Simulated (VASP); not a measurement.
Write the native input for VASP 6.6.1 that does the following.

| Quantity | Value |
| --- | --- |
| Task | single point |
| Functional | r2SCAN |
| Potentials or basis | VASP PAW PBE potentials, release 64 (W_sv) |
| Cutoff | 520 eV |
| k mesh | 10 × 10 × 10 |
| Occupations | fermi-dirac, width 0.1 eV |
| Spin | no spin polarisation |
| Dipole correction | no |
| Further INCAR settings | ALGO = Normal; EDIFF = 1e-07; NBANDS = 21 |

Crystal: W.

```xyz
2
Lattice="0.0000 2.8958 2.8958 2.8958 0.0000 2.8958 2.8958 2.8958 0.0000" Properties=species:S:1:pos:R:3 pbc="T T T"
W     0.7240    0.7240    0.7240
W     5.0677    5.0677    5.0677
```

One way to write it, as run:

POSCAR

```
W
1.0
    0.0000000000      2.8958100925      2.8958100925
    2.8958100925      0.0000000000      2.8958100925
    2.8958100925      2.8958100925      0.0000000000
W
2
Direct
    0.1250000000      0.1250000000      0.1250000000
    0.8750000000      0.8750000000      0.8750000000
```

INCAR.step1

```
SYSTEM = W
PREC = Accurate ; ENCUT = 520
ISMEAR = -1 ; SIGMA = 0.1
LREAL = .False. ; LASPH = .True.
NELM = 100 ; NBANDS = 21
GGA = PE ; ALGO = Normal
EDIFF = 1E-4 ; LWAVE = .True.
LCHARG = .False.
```

INCAR.step2

```
SYSTEM = W
PREC = Accurate ; ENCUT = 520
EDIFF = 1E-7 ; ISMEAR = -1
SIGMA = 0.1 ; LREAL = .False.
LASPH = .True. ; NELM = 100
ALGO = Normal ; ISIF = 2
LWAVE = .False. ; LCHARG = .False.
METAGGA = R2SCAN ; LMIXTAU = .True.
NBANDS = 21 ; ISTART = 1
```

KPOINTS

```
regular mesh
0
Gamma
  10 10 10
  0 0 0
```

Potentials or basis: VASP PAW PBE potentials, release 64 (W_sv).

The run is started by

```console
$ cat potpaw_PBE.64/W_sv/POTCAR > POTCAR
$ cp INCAR.step1 INCAR
$ mpirun -np 1 vasp_std > vasp.out
$ cp INCAR.step2 INCAR
$ mpirun -np 1 vasp_std > vasp.out
```

Results of the run:

```json
{
 "Pressure": "0.9 GPa",
 "Band gap on the k mesh": "zero (band 14 reaches 5.76 eV, above the bottom of band 15 at 4.83 eV)"
}
```

Caveat: the PAW data sets were made with another functional, which shifts forces and pressure a little; spin-orbit coupling is left out, which moves the levels of the heavy elements.

Run time: 71 s on 1 thread of Intel(R) Xeon(R) 6975P-C (Granite Rapids), with other jobs on the host, peak memory 0.19 GiB.
